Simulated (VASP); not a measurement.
Crystal: InAs2.

```
CELL_PARAMETERS angstrom
3.34361 0.00000 0.00000
-1.67181 2.89565 0.00000
0.00000 0.00000 15.63206
ATOMIC_POSITIONS crystal
In 0.66667 0.33333 0.25000
In 0.33333 0.66667 0.75000
As 0.33333 0.66667 0.40960
As 0.33333 0.66667 0.09040
As 0.66667 0.33333 0.90960
As 0.66667 0.33333 0.59040
```

* Program: VASP 6.6.1
* Task: relaxation of cell and atoms
* Functional: PBE
* Potentials or basis: VASP PAW PBE potentials, release 64 (In_d, As)
* Cutoff: 600 eV
* k mesh: 6 × 6 × 1
* Occupations: gaussian, width 0.1 eV
* Spin: no spin polarisation

At the start: pressure -6.4 GPa; volume 25.22 Å³/atom.

Q: Where does the relaxation end?

A: Over 39 steps the energy falls by 415.2 meV/atom and the volume is 25.84 Å³/atom (+2.4 %); space group P6_3/mmc (No. 194, to 0.05 Å).

Step by step:
```csv
step,energy change (eV),largest force (eV/Å),pressure (GPa),volume (Å³)
1,0.0000,0.2386,-6.43,151.35
2,-0.4812,0.5593,0.56,130.24
3,-0.4819,0.5455,0.22,130.90
4,-0.5367,0.4958,0.31,130.22
5,-0.6994,0.5416,1.08,128.20
6,-1.1489,0.7286,5.16,124.22
7,0.9649,5.3174,30.33,116.47
8,-1.1874,0.7759,5.18,123.54
9,-1.1484,1.2998,13.03,119.98
10,-1.2628,0.5605,6.77,122.54
11,-1.3365,0.2467,9.19,121.34
12,-1.3446,0.1633,9.31,121.37
13,-1.3599,0.1015,9.71,121.46
14,-1.3475,0.6946,10.61,121.63
15,-1.3624,0.2592,9.94,121.51
16,-1.3801,0.2539,9.74,121.76
17,-1.4312,0.2379,9.15,122.52
18,-1.5246,0.2068,8.01,124.05
19,-1.6789,0.1462,5.93,127.16
20,-1.8708,0.0204,2.44,133.50
21,-1.9363,0.9125,-2.29,146.76
22,-1.9478,0.6782,-1.33,143.38
23,-1.9896,0.8160,-1.19,143.65
24,-2.1242,0.7711,-0.48,144.43
25,-2.3290,0.5705,1.25,145.83
26,-2.2520,1.2023,4.75,147.92
27,-2.3766,0.6110,3.00,147.13
28,-2.3959,0.0219,1.82,146.47
29,-2.3985,0.2795,2.20,146.76
30,-2.4395,0.2935,1.38,151.40
31,-2.4650,0.2667,0.35,157.42
32,-2.4639,0.2924,-0.08,159.64
33,-2.4657,0.2747,0.19,158.27
34,-2.4742,0.1117,-0.17,158.35
35,-2.4763,0.0234,-0.45,158.41
36,-2.4828,0.0246,-0.22,157.08
37,-2.4874,0.0267,0.11,155.34
38,-2.4879,0.0276,0.27,154.56
39,-2.4912,0.0338,0.11,155.03
```

Final structure:
```xyz
6
Lattice="3.7164 0.0000 0.0000 -1.8582 3.2185 0.0000 0.0000 0.0000 12.9608" Properties=species:S:1:pos:R:3 pbc="T T T"
In    1.8582    1.0728    3.2402
In    0.0000    2.1457    9.7206
As    0.0000    2.1457    5.7779
As    0.0000    2.1457    0.7025
As    1.8582    1.0728   12.2583
As    1.8582    1.0728    7.1829
```

Caveat: the k points lie up to 0.48 Å⁻¹ apart in the final cell.
